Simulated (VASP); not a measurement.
# Mg4Zn3S3 (an interface model) in VASP: single point with PBE

Aim: the single point of Mg4Zn3S3 (an interface model) with PBE.

Program: VASP 6.6.1. These are calculated values, not measurements. Logs are shortened: lines on timing, memory, paths and dates and some standing lists are left out, and cuts for length are marked.

## Step 1: The cell of the first run

The cell holds layers of an interface, 20 atoms: a = 5.442 Å, b = 5.442 Å, c = 16.327 Å, α = 90.00°, β = 90.00°, γ = 90.00°.

## Step 2: Single point, PBE

File INCAR:

```
PREC = Accurate
ENCUT = 520
EDIFF = 1E-7
ISMEAR = 0
SIGMA = 0.1
LREAL = Auto
LASPH = True
NELM = 100
ALGO = Fast
ISIF = 2
LWAVE = False
LCHARG = False
GGA = PE
NBANDS = 78
```

File KPOINTS:

```
regular mesh
0
Gamma
  7 7 2
```

File POSCAR:

```
Mg4Zn3S3
1.0
    5.4423086028      0.0000000000      0.0000000000
    0.0000000000      5.4423086028      0.0000000000
    0.0000000000      0.0000000000     16.3267278555
S Zn Mg
6 6 8
Direct
    0.2500000000      0.2500000000      0.0306246300
   -0.2500000000      0.7500000000      0.0306246300
   -0.2500000000      0.2500000000      0.1972933174
   -0.7500000000      0.7500000000      0.1972933174
   -0.7500000000      0.2500000000      0.3639620048
   -1.2500000000      0.7500000000      0.3639620048
   -0.5000000000      0.0000000000      0.1139589737
    0.0000000000      0.5000000000      0.1139589737
   -1.0000000000      0.0000000000      0.2806276611
   -0.5000000000      0.5000000000      0.2806276611
   -1.5000000000      0.0000000000      0.4472963486
   -1.0000000000      0.5000000000      0.4472963486
   -1.0000000000      0.5000000000      0.6126693507
   -0.5000000000      0.8343857973      0.6129337952
   -1.0000000000      0.0009609303      0.7096376395
   -0.5000000000      0.3353467276      0.7099020840
   -1.0000000000     -0.4980781393      0.8066059284
   -0.5000000000     -0.1636923421      0.8068703729
   -1.0000000000     -0.9971172090      0.9035742172
   -0.5000000000     -0.6627314117      0.9038386617
```

Potentials or basis: VASP PAW PBE potentials, release 64 (S, Zn, Mg).

Launch:

```bash
$ cat potpaw_PBE.64/S/POTCAR potpaw_PBE.64/Zn/POTCAR potpaw_PBE.64/Mg/POTCAR > POTCAR
$ mpirun -np 1 vasp_std > vasp.out
```

OUTCAR:

```text
PREC = Accurate
   ENCUT = 520
   EDIFF = 1E-7
   ISMEAR = 0
   LREAL = Auto
   LASPH = True
   NELM = 100
   ISIF = 2
   GGA = PE

 ion  position               nearest neighbor table
   1  0.250  0.250  0.031-   7 2.36   8 2.36  20 2.52  19 2.82
   2  0.750  0.750  0.031-   7 2.36   8 2.36  19 2.84
   3  0.750  0.250  0.197-   9 2.36  10 2.36   7 2.36   8 2.36
   4  0.250  0.750  0.197-   9 2.36  10 2.36   7 2.36   8 2.36
   5  0.250  0.250  0.364-   9 2.36  10 2.36  11 2.36  12 2.36
   6  0.750  0.750  0.364-   9 2.36  10 2.36  11 2.36  12 2.36
   7  0.500  0.000  0.114-   1 2.36   2 2.36   3 2.36   4 2.36
   8  0.000  0.500  0.114-   1 2.36   2 2.36   3 2.36   4 2.36
   9  0.000  0.000  0.281-   3 2.36   4 2.36   5 2.36   6 2.36
  10  0.500  0.500  0.281-   3 2.36   4 2.36   5 2.36   6 2.36
  11  0.500  0.000  0.447-   5 2.36   6 2.36  14 2.85
  12  0.000  0.500  0.447-   5 2.36   6 2.36  13 2.70
  13  0.000  0.500  0.613-  12 2.70  15 3.14  15 3.15  17 3.17  14 3.27  14 3.27  16 3.28  16 3.28

  14  0.500  0.834  0.613-  11 2.85  16 3.14  16 3.15  18 3.17  13 3.27  13 3.27  15 3.27  15 3.27

  15  0.000  0.001  0.710-  13 3.14  17 3.14  13 3.15  17 3.15  19 3.17  16 3.27  16 3.27  14 3.27
                            14 3.27  18 3.28  18 3.28
  16  0.500  0.335  0.710-  14 3.14  18 3.14  14 3.15  18 3.15  20 3.17  15 3.27  15 3.27  17 3.27
                            17 3.27  13 3.28  13 3.28
  17  0.000  0.502  0.807-  19 3.14  15 3.14  19 3.15  15 3.15  13 3.17  18 3.27  18 3.27  16 3.27
                            16 3.27  20 3.28  20 3.28
  18  0.500  0.836  0.807-  20 3.14  16 3.14  20 3.15  16 3.15  14 3.17  17 3.27  17 3.27  19 3.27
                            19 3.27  15 3.28  15 3.28
  19  0.000  0.003  0.904-   1 2.82   2 2.84  17 3.14  17 3.15  15 3.17  20 3.27  20 3.27  18 3.27
                            18 3.27
  20  0.500  0.337  0.904-   1 2.52  18 3.14  18 3.15  16 3.17  19 3.27  19 3.27  17 3.28  17 3.28

  LATTYP: Found a simple tetragonal cell.
 ALAT       =     5.4423086028
 C/A-ratio  =     2.9999636270

  Lattice vectors:

 A1 = (   5.4423086028,   0.0000000000,   0.0000000000)
 A2 = (   0.0000000000,   5.4423086028,   0.0000000000)
 A3 = (   0.0000000000,   0.0000000000,  16.3267278555)

Analysis of symmetry for initial positions (statically):
=====================================================================
 Subroutine PRICEL returns:
 Original cell was already a primitive cell.

 Routine SETGRP: Setting up the symmetry group for a
 simple tetragonal supercell.

 Subroutine GETGRP returns: Found  1 space group operations
 (whereof  1 operations were pure point group operations)
 out of a pool of 16 trial point group operations.

The static configuration has the point symmetry C_1 .

Analysis of symmetry for dynamics (positions and initial velocities):
=====================================================================
 Subroutine PRICEL returns:
 Original cell was already a primitive cell.

 Routine SETGRP: Setting up the symmetry group for a
 simple tetragonal supercell.

 Subroutine GETGRP returns: Found  1 space group operations
 (whereof  1 operations were pure point group operations)
 out of a pool of 16 trial point group operations.

The dynamic configuration has the point symmetry C_1 .

 Subroutine INISYM returns: Found  1 space group operations
 (whereof  1 operations are pure point group operations),
 and found     1 'primitive' translations

----------------------------------------------------------------------------------------

                                     Primitive cell

  volume of cell :     483.5768

  direct lattice vectors                    reciprocal lattice vectors
     5.442308603  0.000000000  0.000000000     0.183745552  0.000000000  0.000000000
     0.000000000  5.442308603  0.000000000     0.000000000  0.183745552  0.000000000
     0.000000000  0.000000000 16.326727855     0.000000000  0.000000000  0.061249260

  length of vectors
     5.442308603  5.442308603 16.326727855     0.183745552  0.183745552  0.061249260

  position of ions in fractional coordinates (direct lattice)
     0.250000000  0.250000000  0.030624630
     0.750000000  0.750000000  0.030624630
     0.750000000  0.250000000  0.197293317
     0.250000000  0.750000000  0.197293317
     0.250000000  0.250000000  0.363962005
     0.750000000  0.750000000  0.363962005
[... 12 lines left out ...]
     0.000000000  0.002882791  0.903574217
     0.500000000  0.337268588  0.903838662

  ion indices of the primitive-cell ions
   primitive index   ion index
                 1           1
                 2           2
                 3           3
                 4           4
                 5           5
                 6           6
[... 12 lines left out ...]
                19          19
                20          20

----------------------------------------------------------------------------------------

 KPOINTS: regular mesh

Automatic generation of k-mesh.
 Grid dimensions read from file:
 generate k-points for:    7    7    2

 Generating k-lattice:

  Cartesian coordinates                     Fractional coordinates (reciprocal lattice)
     0.026249365  0.000000000  0.000000000     0.142857143  0.000000000  0.000000000
     0.000000000  0.026249365  0.000000000     0.000000000  0.142857143  0.000000000
     0.000000000  0.000000000  0.030624630     0.000000000  0.000000000  0.500000000

  Length of vectors
     0.026249365  0.026249365  0.030624630

  Shift w.r.t. Gamma in fractional coordinates (k-lattice)
     0.000000000  0.000000000  0.000000000

 Subroutine IBZKPT returns following result:
 ===========================================

 Found     50 irreducible k-points:

 Following reciprocal coordinates:
            Coordinates               Weight
  0.000000  0.000000  0.000000      1.000000
  0.142857  0.000000  0.000000      2.000000
  0.000000  0.142857  0.000000      2.000000
  0.285714  0.000000  0.000000      2.000000
  0.000000  0.285714  0.000000      2.000000
  0.428571  0.000000  0.000000      2.000000
[... 16 lines left out ...]
  0.285714  0.428571  0.000000      2.000000
  0.428571  0.428571  0.000000      2.000000
 [... further k-points ...]
   k-points           NKPTS =     50   k-points in BZ     NKDIM =     50   number of bands    NBANDS=     78
   number of dos      NEDOS =    301   number of ions     NIONS =     20
   total plane-waves  NPLWV = 201600
   dimension x,y,z NGX =    40 NGY =   40 NGZ =  126
   dimension x,y,z NGXF=    80 NGYF=   80 NGZF=  252
   ions per type =               6   6   8
   NGX,Y,Z   is equivalent  to a cutoff of  12.22, 12.22, 12.83 a.u.
   NGXF,Y,Z  is equivalent  to a cutoff of  24.44, 24.44, 25.66 a.u.
 SYSTEM =  unknown system
   PREC   = accura    normal or accurate (medium, high low for compatibility)
   ISTART =      0    job   : 0-new  1-cont  2-samecut
   ICHARG =      2    charge: 1-file 2-atom 10-const
   ISPIN  =      1    spin polarized calculation?
   LNONCOLLINEAR =      F non collinear calculations
   LSORBIT =      F    spin-orbit coupling
   LASPH  =      T    aspherical Exc in radial PAW
   ENCUT  =  520.0 eV  38.22 Ry    6.18 a.u.  10.12 10.12 30.36*2*pi/ulx,y,z
   NELM   =    100;   NELMIN=  2; NELMDL= -5     # of ELM steps
   EDIFF  = 0.1E-06   stopping-criterion for ELM
   LREAL  =      T    real-space projection
   EDIFFG = 0.1E-05   stopping-criterion for IOM
   NSW    =      0    number of steps for IOM
   IBRION =     -1    ionic relax: 0-MD 1-quasi-New 2-CG
   NFREE  =      0    steps in history (QN), initial steepest desc. (CG)
   ISIF   =      2    stress and relaxation
   ISYM   =      2    0-nonsym 1-usesym 2-fastsym
   POTIM  = 0.5000    time-step for ionic-motion
   TEBEG  =    0.0;   TEEND  =   0.0 temperature during run
   PSTRESS=    0.0 pullay stress
   NELECT =     124.0000    total number of electrons
   NUPDOWN=      -1.0000    fix difference up-down
   EMIN   =  10.00;   EMAX   =-10.00  energy-range for DOS
   EFERMI =   0.00;   METHOD = LEGACY
   ISMEAR =     0;   SIGMA  =   0.10  broadening in eV -4-tet -1-fermi 0-gaus
   EFERMI_NEDOS =   21; number of points for ismear=-14 and -15
   IALGO  =     68    algorithm
   IMIX   =      4    mixing-type and parameters
     AMIX     =   0.40;   BMIX     =  1.00
     AMIX_MAG =   1.60;   BMIX_MAG =  1.00
  volume/ion in A,a.u.               =      24.18       163.17
  Fermi-wavevector in a.u.,A,eV,Ry     =   1.040064  1.965437 14.717884  1.081734
  Thomas-Fermi vector in A             =   2.174623
   LORBIT       =      0    0 simple, 1 ext, 2 COOP (PROOUT), +10 PAW based schemes
   GGA     = PE    functional components
   LHFCALC =     F    Hartree Fock is set to
   AEXX    =    0.0000 exact exchange contribution
   IVDW    =     0    specifies the selected vdW correction
   LEPSILON=     F    determine dielectric tensor
   LRPA    =     F    only Hartree local field effects (RPA)
 non-spin polarized calculation
 RMM-DIIS sequential band-by-band and
 Gauss-broadening in eV      SIGMA  =   0.10
  energy-cutoff  :      520.00
  volume of cell :      483.58
 maximum number of plane-waves:     13078
   NGX = 21   NGY = 21   NGZ = 61

 number of electron     123.9999969 magnetization

 Free energy of the ion-electron system (eV)
  ---------------------------------------------------
  ext. energy  EPLUGINS =         0.00000000
  ---------------------------------------------------
  free energy    TOTEN  =       -49.96148984 eV

  energy without entropy =      -49.94040729  energy(sigma->0) =      -49.95094857

 E-fermi :   1.8636     XC(G=0):  -8.5269

 val. band max:        1.8430110733   @ k =  -0.4286   0.2857   0.5000
 cond. band min:       1.8706514104   @ k =  -0.2857   0.4286   0.5000
 fundamental gap:      0.0276403371
 Fermi energy:         1.8636481318

 k-point     1 :       0.0000    0.0000    0.0000
  band No.  band energies     occupation
      1     -11.9254      2.00000
      2     -11.2638      2.00000
      3     -11.1280      2.00000
      4     -10.7126      2.00000
      5     -10.3117      2.00000
      6      -9.6093      2.00000
[... 66 lines left out ...]
     73       5.1333      0.00000
     74       5.1772      0.00000

 k-point     2 :       0.1429    0.0000    0.0000
  band No.  band energies     occupation
      1     -11.8853      2.00000
      2     -11.2396      2.00000
      3     -11.1607      2.00000
      4     -10.7456      2.00000
      5     -10.2984      2.00000
      6      -9.6329      2.00000
[... 66 lines left out ...]
     73       5.0253      0.00000
     74       5.0502      0.00000

 k-point     3 :       0.0000    0.1429    0.0000
  band No.  band energies     occupation
      1     -11.8854      2.00000
      2     -11.2394      2.00000
      3     -11.1610      2.00000
      4     -10.7453      2.00000
      5     -10.2990      2.00000
      6      -9.6324      2.00000
[... 1606 lines left out ...]
     73       5.5818      0.00000
     74       5.6375      0.00000

 k-point    24 :       0.4286    0.4286    0.0000
  band No.  band energies     occupation
      1     -11.4808      2.00000
      2     -11.4128      2.00000
      3     -11.0441      2.00000
      4     -11.0000      2.00000
      5     -10.2587      2.00000
      6      -9.7410      2.00000
[... 66 lines left out ...]
     73       5.6437      0.00000
     74       6.0510      0.00000

 [... further k-points ...]

 [bands above 74 left out]

------------------------ aborting loop because EDIFF is reached ----------------------------------------

  FORCE on cell =-STRESS in cart. coord.  units (eV):
  Direction    XX          YY          ZZ          XY          YZ          ZX
  --------------------------------------------------------------------------------------
  -------------------------------------------------------------------------------------
  Total       -3.6586648     -1.3722336     -6.7980706      0.2046927     -0.0140949      0.0282257
  in kB      -12.1218170     -4.5464578    -22.5232351      0.6781840     -0.0466990      0.0935170
  external PRESSURE =     -13.0638366 kB  Pullay stress =       0.0000000 kB

 VOLUME and BASIS-vectors are now :
 -----------------------------------------------------------------------------
  energy-cutoff  :      520.00
  volume of cell :      483.58
      direct lattice vectors                 reciprocal lattice vectors
     5.442308603  0.000000000  0.000000000     0.183745552  0.000000000  0.000000000
     0.000000000  5.442308603  0.000000000     0.000000000  0.183745552  0.000000000
     0.000000000  0.000000000 16.326727855     0.000000000  0.000000000  0.061249260

 POSITION                                       TOTAL-FORCE (eV/Angst)
 -----------------------------------------------------------------------------------
      1.36058      1.36058      0.50000        -0.022698     -0.346508     -0.966213
      4.08173      4.08173      0.50000         0.115492      0.034528     -1.008191
      4.08173      1.36058      3.22115         0.028976      0.018249      0.328501
      1.36058      4.08173      3.22115         0.033718     -0.021014      0.362170
      1.36058      1.36058      5.94231         0.058570      0.003981      0.177948
      4.08173      4.08173      5.94231         0.095546      0.003491      0.012135
[... 12 lines left out ...]
      0.00000      0.01569     14.75241        -0.039107     -0.256647      1.577883
      2.72115      1.83552     14.75673        -0.055406      0.503858      1.042923
 -----------------------------------------------------------------------------------
    total drift:                                0.000162      0.002076     -0.010462

  FREE ENERGIE OF THE ION-ELECTRON SYSTEM (eV)
  ---------------------------------------------------
  free  energy   TOTEN  =       -49.9614898430 eV

  energy  without entropy=      -49.9404072903  energy(sigma->0) =      -49.95094857
```

It took 52 min on 1 thread of Oxide Virtual Turin-like, shared host; peak memory 1.2 GiB.

Results:

```
Free energy            : -49.9615 eV
Pressure               : -1.3 GPa
Largest force          : 1.599 eV/Å
Band gap on the k mesh : zero (bands 62 and 63 overlap by 0.75 eV)
```

Forces in eV/Å, atoms in the order of the input:
```
S   -0.023 -0.347 -0.966
S    0.115  0.035 -1.008
S    0.029  0.018  0.329
S    0.034 -0.021  0.362
S    0.059  0.004  0.178
S    0.096  0.003  0.012
Zn   0.106 -0.197 -0.477
Zn  -0.135  0.279 -0.470
Zn  -0.020 -0.058 -0.402
Zn   0.012  0.046 -0.403
Zn  -0.123 -0.158  0.572
Zn   0.009  0.073  0.342
Mg   0.004 -0.095 -0.190
Mg  -0.050  0.187 -0.499
Mg   0.011  0.025  0.120
Mg  -0.002 -0.009  0.049
Mg  -0.002  0.035 -0.099
Mg  -0.026 -0.069 -0.070
Mg  -0.039 -0.257  1.578
Mg  -0.055  0.504  1.043
```

Levels at points of the mesh, in eV from the Fermi level:
```csv
k point,band 58,band 59,band 60,band 61,band 62,band 63,band 64,band 65,band 66,band 67
"(0.00, 0.00, 0.00)",-1.09,-0.98,-0.89,-0.50,-0.07,0.42,0.81,1.01,1.13,1.28
"(0.00, 0.00, 0.50)",-0.98,-0.89,-0.67,-0.48,-0.02,0.14,0.48,0.92,1.13,1.37
```
